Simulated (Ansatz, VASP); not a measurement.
## One calculation of InP, two programs

INCAR

```
  PREC = Accurate
  ENCUT = 520
  EDIFF = 1E-6
  ISMEAR = 0
  SIGMA = 0.15
  LREAL = False
  LASPH = True
  NELM = 60
  ALGO = Normal
  ISIF = 2
  LWAVE = False
  LCHARG = True
  GGA = PE
  LELF = True
  LVHAR = True
  NBANDS = 16
```

Contents of KPOINTS:

```
Automatic mesh
0
Gamma
  18 18 18
```

POSCAR

```
InP
1.0
    0.0000000000      2.7701604164      2.8532652289
    2.7701604164      0.0000000000      2.8532652289
    2.7701604164      2.7701604164      0.0000000000
In P
1 1
Direct
    0.0000000000      0.0000000000      0.0000000000
    0.5000000000      0.5000000000      0.5000000000
```

Input for Ansatz:

```yaml
crystal:
  lattice:
    - [0.0, 2.7701604164, 2.8532652289]
    - [2.7701604164, 0.0, 2.8532652289]
    - [2.7701604164, 2.7701604164, 0.0]
  atoms:
    - { symbol: In, position: [0.0, 0.0, 0.0] }
    - { symbol: P, position: [0.5, 0.5, 0.5] }
basis:
  ecutwfc: 420
kpoints:
  mp_grid: { grid: [18, 18, 18] }
hamiltonian:
  xc: pbe
scf:
  occupations: { method: gaussian, width: 0.15 }
output:
  forces: true
  stress: true
  eigenvalues: true
  write_density: true
  write_potential: true
  elf: true
  volumetric_format: npy
```

Change from the starting cell: strain +0.0300 x Voigt [0, 0, 1, 0, 0, 0], atoms carried along.

Alike in both runs: task single point; functional PBE; k mesh 18 × 18 × 18; occupations gaussian, width 0.15 eV; no spin polarisation.

|  | VASP | Ansatz |
| --- | --- | --- |
| version | VASP 6.6.1 | Ansatz 0.2.0 |
| potentials or method | VASP PAW PBE potentials, release 64 (In_d, P), cutoff 520 eV | scalar-relativistic, plane waves, PAW |
| valence electrons in the cell | 18 | 18 |

```tsv
	VASP	Ansatz	Ansatz less VASP
gap on the k mesh at the Fermi level (eV)	none	none	-
pressure (GPa)	-2.0	-1.9	+0.05
traceless stress, the component that is largest in VASP (GPa)	-1.69	-1.69	-0.008
```

A gap of «none» marks a metal or a gap that the smearing closes.
